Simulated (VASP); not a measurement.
# PbS (R3m) in VASP: further runs

PbS is run at these levels: PBE; tasks: single point.

All numbers are computed with VASP 6.6.1; they aren't measurements. Logs are shortened: lines on timing, memory, paths and dates and some standing lists are left out, and cuts for length are marked.

**1. The cell of the first run**

Symmetry: R3m, No. 160, trigonal system. The conventional cell has a = 4.225 Å, b = 4.225 Å, c = 10.356 Å, α = 90.00°, β = 90.00°, γ = 120.00°. Pb (site symmetry 3m) has 6 S at 2.96 to 3.02 Å within 3.9 Å. S (site symmetry 3m) has 6 Pb at 2.96 to 3.02 Å within 3.9 Å.

**2. Single point, PBE**

The input, INCAR:

```
SYSTEM = PbS
  PREC = Accurate
  ENCUT = 520
  EDIFF = 1E-6
  ISMEAR = 0
  SIGMA = 0.05
  LREAL = .False.
  LASPH = .True.
  NELM = 100
  ALGO = Normal
  ISIF = 2
  LWAVE = .False.
  LCHARG = .True.
  GGA = PE
  LELF = .True.
  LVHAR = .True.
  NBANDS = 17
```

The input, KPOINTS:

```
regular mesh
0
Gamma
  9 9 9
  0 0 0
```

The input, POSCAR:

```
PbS
1.0
    2.1126617058      1.2197458045      3.4519162518
   -2.1126617058      1.2197458045      3.4519162518
    0.0000000000     -2.4394916091      3.4519162518
Pb S
1 1
Direct
    0.9805657800      0.9805657800      0.9805657800
    0.4750355500      0.4750355500      0.4750355500
```

Potentials or basis: VASP PAW PBE potentials, release 64 (Pb_d, S).

Started as:

```sh
$ cat potpaw_PBE.64/Pb_d/POTCAR potpaw_PBE.64/S/POTCAR > POTCAR
$ mpirun -np 1 vasp_std > vasp.out
```

OUTCAR:

```text
SYSTEM = PbS
   PREC = Accurate
   ENCUT = 520
   EDIFF = 1E-6
   ISMEAR = 0
   LREAL = .False.
   LASPH = .True.
   NELM = 100
   ISIF = 2
   GGA = PE

 ion  position               nearest neighbor table
   1  0.981  0.981  0.981-   2 2.96   2 2.96   2 2.96   2 3.02   2 3.02   2 3.02
   2  0.475  0.475  0.475-   1 2.96   1 2.96   1 2.96   1 3.02   1 3.02   1 3.02

  LATTYP: Found a trigonal (rhomboedric) cell.
 ALAT       =     4.2269191050
 COS(alpha) =     0.5003774362

  Lattice vectors:

 A1 = (   2.1126617058,   1.2197458045,   3.4519162518)
 A2 = (  -2.1126617058,   1.2197458045,   3.4519162518)
 A3 = (   0.0000000000,  -2.4394916091,   3.4519162518)

Analysis of symmetry for initial positions (statically):
=====================================================================
 Subroutine PRICEL returns:
 Original cell was already a primitive cell.

 Routine SETGRP: Setting up the symmetry group for a
 trigonal (rhombohedral) supercell.

 Subroutine GETGRP returns: Found  6 space group operations
 (whereof  6 operations were pure point group operations)
 out of a pool of 12 trial point group operations.

The static configuration has the point symmetry C_3v.

Analysis of symmetry for dynamics (positions and initial velocities):
=====================================================================
 Subroutine PRICEL returns:
 Original cell was already a primitive cell.

 Routine SETGRP: Setting up the symmetry group for a
 trigonal (rhombohedral) supercell.

 Subroutine GETGRP returns: Found  6 space group operations
 (whereof  6 operations were pure point group operations)
 out of a pool of 12 trial point group operations.

The dynamic configuration has the point symmetry C_3v.

 Subroutine INISYM returns: Found  6 space group operations
 (whereof  6 operations are pure point group operations),
 and found     1 'primitive' translations

----------------------------------------------------------------------------------------

                                     Primitive cell

  volume of cell :      53.3717

  direct lattice vectors                    reciprocal lattice vectors
     2.112661706  1.219745805  3.451916252     0.236668274  0.136640492  0.096564722
    -2.112661706  1.219745805  3.451916252    -0.236668274  0.136640492  0.096564722
     0.000000000 -2.439491609  3.451916252     0.000000000 -0.273280984  0.096564722

  length of vectors
     4.226919105  4.226919105  4.226919105     0.289840028  0.289840028  0.289840028
[... 80 lines left out ...]
   NELM   =    100;   NELMIN=  2; NELMDL= -5     # of ELM steps
   EDIFF  = 0.1E-05   stopping-criterion for ELM
   LREAL  =      F    real-space projection
   EDIFFG = 0.1E-04   stopping-criterion for IOM
   NSW    =      0    number of steps for IOM
   IBRION =     -1    ionic relax: 0-MD 1-quasi-New 2-CG
   NFREE  =      0    steps in history (QN), initial steepest desc. (CG)
   ISIF   =      2    stress and relaxation
   ISYM   =      2    0-nonsym 1-usesym 2-fastsym
   POTIM  = 0.5000    time-step for ionic-motion
   TEBEG  =    0.0;   TEEND  =   0.0 temperature during run
   PSTRESS=    0.0 pullay stress
   NELECT =      20.0000    total number of electrons
   NUPDOWN=      -1.0000    fix difference up-down
   EMIN   =  10.00;   EMAX   =-10.00  energy-range for DOS
   EFERMI =   0.00;   METHOD = LEGACY
   ISMEAR =     0;   SIGMA  =   0.05  broadening in eV -4-tet -1-fermi 0-gaus
   EFERMI_NEDOS =   21; number of points for ismear=-14 and -15
   IALGO  =     38    algorithm
   IMIX   =      4    mixing-type and parameters
     AMIX     =   0.40;   BMIX     =  1.00
     AMIX_MAG =   1.60;   BMIX_MAG =  1.00
  volume/ion in A,a.u.               =      26.69       180.08
  Fermi-wavevector in a.u.,A,eV,Ry     =   1.180270  2.230386 18.953411  1.393036
  Thomas-Fermi vector in A             =   2.316565
   LORBIT       =      0    0 simple, 1 ext, 2 COOP (PROOUT), +10 PAW based schemes
   GGA     = PE    functional components
   LHFCALC =     F    Hartree Fock is set to
   AEXX    =    0.0000 exact exchange contribution
   IVDW    =     0    specifies the selected vdW correction
   LEPSILON=     F    determine dielectric tensor
   LRPA    =     F    only Hartree local field effects (RPA)
 non-spin polarized calculation
 Gauss-broadening in eV      SIGMA  =   0.05
  energy-cutoff  :      520.00
  volume of cell :       53.37
 maximum number of plane-waves:      1459
   NGX = 15   NGY = 15   NGZ = 15

 number of electron      20.0000002 magnetization

 Free energy of the ion-electron system (eV)
  ---------------------------------------------------
  ext. energy  EPLUGINS =         0.00000000
  ---------------------------------------------------
  free energy    TOTEN  =        -8.76696642 eV

  energy without entropy =       -8.76696642  energy(sigma->0) =       -8.76696642

 E-fermi :   5.5631     XC(G=0):  -9.5752

 val. band max:        5.3371329832   @ k =   0.4444   0.0000   0.0000
 cond. band min:       6.1581439631   @ k =   0.4444   0.0000   0.0000
 fundamental gap:      0.8210109799
 Fermi energy:         5.5630823646

 k-point     1 :       0.0000    0.0000    0.0000
  band No.  band energies     occupation
      1     -11.2615      2.00000
      2     -11.2611      2.00000
      3     -11.2611      2.00000
      4     -11.2447      2.00000
      5     -11.2447      2.00000
      6      -7.8724      2.00000
[... 457 lines left out ...]
      4     -11.2073      2.00000
      5     -11.2071      2.00000
      6      -6.3577      2.00000
[... 9 lines left out ...]
     16      17.6559      0.00000
     17      17.7728      0.00000

 [... further k-points ...]

------------------------ aborting loop because EDIFF is reached ----------------------------------------

  FORCE on cell =-STRESS in cart. coord.  units (eV):
  Direction    XX          YY          ZZ          XY          YZ          ZX
  --------------------------------------------------------------------------------------
  -------------------------------------------------------------------------------------
  Total        0.2758356      0.2758356      0.2812393      0.0000000     -0.0000000      0.0000000
  in kB        8.2803762      8.2803762      8.4425914      0.0000000     -0.0000000      0.0000000
  external PRESSURE =       8.3344479 kB  Pullay stress =       0.0000000 kB

 VOLUME and BASIS-vectors are now :
 -----------------------------------------------------------------------------
  energy-cutoff  :      520.00
  volume of cell :       53.37
      direct lattice vectors                 reciprocal lattice vectors
     2.112661706  1.219745805  3.451916252     0.236668274  0.136640492  0.096564722
    -2.112661706  1.219745805  3.451916252    -0.236668274  0.136640492  0.096564722
     0.000000000 -2.439491609  3.451916252     0.000000000 -0.273280984  0.096564722

 POSITION                                       TOTAL-FORCE (eV/Angst)
 -----------------------------------------------------------------------------------
      0.00000     -0.00000     10.15449         0.000000      0.000000     -0.021498
      0.00000     -0.00000      4.91935         0.000000     -0.000000      0.021498
 -----------------------------------------------------------------------------------
    total drift:                                0.000000     -0.000000     -0.000075

  FREE ENERGIE OF THE ION-ELECTRON SYSTEM (eV)
  ---------------------------------------------------
  free  energy   TOTEN  =        -8.7669664246 eV

  energy  without entropy=       -8.7669664246  energy(sigma->0) =       -8.76696642
```

stdout:

```text
POSCAR found type information on POSCAR PbS
 POSCAR found :  2 types and       2 ions
 scaLAPACK will be used
 LDA part: xc-table for (Slater+PW92), standard interpolation
 POSCAR, INCAR and KPOINTS ok, starting setup
 FFT: planning ... GRIDC
 FFT: planning ... GRID_SOFT
 FFT: planning ... GRID
 WAVECAR not read
 entering main loop
```

Run time: 28 s. Hardware: 1 thread of Intel Xeon Platinum 8488C (Sapphire Rapids), shared host; peak memory 0.22 GiB.

What came out:

```yaml
Free_energy: -8.7670 eV
Pressure: 0.8 GPa
Largest_force: 0.021 eV/Å
```

Forces on the atoms (eV/Å):
```
Pb   0.000  0.000 -0.021
S    0.000  0.000  0.021
```

Levels at points of the mesh, in eV from the Fermi level:
| k point | band 8 | band 9 | band 10 | band 11 | band 12 | band 13 |
| --- | --- | --- | --- | --- | --- | --- |
| (0.00, 0.00, 0.00) | -2.10 | -2.10 | -2.10 | 5.07 | 5.10 | 5.10 |

Caveat: this odd mesh misses L, so gap, dielectric constants and Born charges aren't listed; spin-orbit coupling is left out, which moves the levels of the heavy elements.

**3. Single point, PBE**

The input, INCAR:

```
PREC = Accurate
ENCUT = 520
EDIFF = 1E-6
ISMEAR = 0
SIGMA = 0.05
LREAL = False
LASPH = True
NELM = 100
ALGO = Normal
ISIF = 2
LWAVE = False
LCHARG = False
GGA = PE
NBANDS = 17
```

The input, KPOINTS:

```
regular mesh
0
Gamma
  9 9 9
```

POSCAR is that of step 2.

Potentials or basis: VASP PAW PBE potentials, release 64 (Pb_d, S).

Started as:

```sh
$ cat potpaw_PBE.64/Pb_d/POTCAR potpaw_PBE.64/S/POTCAR > POTCAR
$ mpirun -np 1 vasp_std > vasp.out
```

It took 27 s on 1 thread of Intel Xeon Platinum 8488C (Sapphire Rapids), shared host; peak memory 0.22 GiB.

Results (log left out):

* Free energy: -8.7670 eV
* Pressure: 0.8 GPa
* Largest force: 0.021 eV/Å

Forces on the atoms (eV/Å):
```
Pb   0.000  0.000 -0.021
S    0.000  0.000  0.021
```

Levels at points of the mesh, in eV from the Fermi level:
```csv
k point,band 8,band 9,band 10,band 11,band 12,band 13
"(0.00, 0.00, 0.00)",-2.10,-2.10,-2.10,5.07,5.10,5.10
```

Caveat: this odd mesh misses L, so gap, dielectric constants and Born charges aren't listed; spin-orbit coupling is left out, which moves the levels of the heavy elements.

**4. Single point, PBE**

The input, INCAR:

```
SYSTEM = PbS
PREC = Accurate
ENCUT = 520
EDIFF = 1E-6
ISMEAR = 0
SIGMA = 0.05
LREAL = .FALSE.
LASPH = .TRUE.
NELM = 60
ALGO = Normal
ISIF = 2
LWAVE = .FALSE.
LCHARG = .TRUE.
GGA = PE
LELF = .TRUE.
LVHAR = .TRUE.
NELECT = 19.9
NBANDS = 17
```

The input, KPOINTS:

```
regular mesh
0
G
  9 9 9
  0 0 0
```

POSCAR is that of step 3.

Potentials or basis: VASP PAW PBE potentials, release 64 (Pb_d, S).

Started as:

```sh
$ cat potpaw_PBE.64/Pb_d/POTCAR potpaw_PBE.64/S/POTCAR > POTCAR
$ mpirun -np 1 vasp_std > vasp.out
```

OUTCAR:

```text
SYSTEM = PbS
   PREC = Accurate
   ENCUT = 520
   EDIFF = 1E-6
   ISMEAR = 0
   LREAL = .FALSE.
   LASPH = .TRUE.
   NELM = 60
   ISIF = 2
   GGA = PE
   NELECT = 19.9

 ion  position               nearest neighbor table
   1  0.981  0.981  0.981-   2 2.96   2 2.96   2 2.96   2 3.02   2 3.02   2 3.02
   2  0.475  0.475  0.475-   1 2.96   1 2.96   1 2.96   1 3.02   1 3.02   1 3.02

  LATTYP: Found a trigonal (rhomboedric) cell.
 ALAT       =     4.2269191050
 COS(alpha) =     0.5003774362

  Lattice vectors:

 A1 = (   2.1126617058,   1.2197458045,   3.4519162518)
 A2 = (  -2.1126617058,   1.2197458045,   3.4519162518)
 A3 = (   0.0000000000,  -2.4394916091,   3.4519162518)

Analysis of symmetry for initial positions (statically):
=====================================================================
 Subroutine PRICEL returns:
 Original cell was already a primitive cell.

 Routine SETGRP: Setting up the symmetry group for a
 trigonal (rhombohedral) supercell.

 Subroutine GETGRP returns: Found  6 space group operations
[... 161 lines left out ...]
  free energy    TOTEN  =        -9.27788977 eV

  energy without entropy =       -9.27735784  energy(sigma->0) =       -9.27762380

 E-fermi :   4.9662     XC(G=0):  -9.5381

 val. band max:        4.9584143819   @ k =   0.4444   0.2222   0.2222
 cond. band min:       5.0442796170   @ k =  -0.3333   0.1111   0.0000
 fundamental gap:      0.0858652351
 Fermi energy:         4.9662167104

 k-point     1 :       0.0000    0.0000    0.0000
  band No.  band energies     occupation
      1     -11.2672      2.00000
      2     -11.2668      2.00000
      3     -11.2668      2.00000
      4     -11.2516      2.00000
      5     -11.2516      2.00000
      6      -7.8934      2.00000
[... 457 lines left out ...]
      4     -11.2133      2.00000
      5     -11.2131      2.00000
      6      -6.3984      2.00000
[... 9 lines left out ...]
     16      17.6800      0.00000
     17      17.7788      0.00000

 [... further k-points ...]

------------------------ aborting loop because EDIFF is reached ----------------------------------------

  FORCE on cell =-STRESS in cart. coord.  units (eV):
  Direction    XX          YY          ZZ          XY          YZ          ZX
  --------------------------------------------------------------------------------------
  -------------------------------------------------------------------------------------
  Total       -0.9902659     -0.9902659     -0.9822349      0.0000000      0.0000000      0.0000000
  in kB      -29.7270359    -29.7270359    -29.4859508      0.0000000      0.0000000      0.0000000
  external PRESSURE =     -29.6466742 kB  Pullay stress =       0.0000000 kB

 VOLUME and BASIS-vectors are now :
 -----------------------------------------------------------------------------
  energy-cutoff  :      520.00
  volume of cell :       53.37
      direct lattice vectors                 reciprocal lattice vectors
     2.112661706  1.219745805  3.451916252     0.236668274  0.136640492  0.096564722
    -2.112661706  1.219745805  3.451916252    -0.236668274  0.136640492  0.096564722
     0.000000000 -2.439491609  3.451916252     0.000000000 -0.273280984  0.096564722

 POSITION                                       TOTAL-FORCE (eV/Angst)
 -----------------------------------------------------------------------------------
      0.00000     -0.00000     10.15449         0.000000      0.000000     -0.031073
      0.00000     -0.00000      4.91935         0.000000     -0.000000      0.031073
 -----------------------------------------------------------------------------------
    total drift:                                0.000000     -0.000000     -0.000124

  FREE ENERGIE OF THE ION-ELECTRON SYSTEM (eV)
  ---------------------------------------------------
  free  energy   TOTEN  =        -9.2778897670 eV

  energy  without entropy=       -9.2773578413  energy(sigma->0) =       -9.27762380
```

stdout:

```text
POSCAR found type information on POSCAR PbS
 POSCAR found :  2 types and       2 ions
 scaLAPACK will be used
 LDA part: xc-table for (Slater+PW92), standard interpolation
 POSCAR, INCAR and KPOINTS ok, starting setup
 FFT: planning ... GRIDC
 FFT: planning ... GRID_SOFT
 FFT: planning ... GRID
 WAVECAR not read
 entering main loop
 the old and the new charge density differ
 old charge density:    20.00000 new   19.90000
    0.436E+00
```

Wall time 31 s (1 thread of Intel Xeon Platinum 8488C (Sapphire Rapids), shared host); peak memory 0.22 GiB.

What came out:

```
Free energy   : -9.2779 eV
Largest force : 0.031 eV/Å
```

Forces on the atoms (eV/Å):
```
Pb   0.000  0.000 -0.031
S    0.000  0.000  0.031
```

Caveat: the cell carries a net charge on a neutralising background, which shifts energy and pressure; the cell is charged against a uniform background, so pressure and absolute levels hang on convention; this odd mesh misses L, so gap, dielectric constants and Born charges aren't listed; spin-orbit coupling is left out, which moves the levels of the heavy elements.
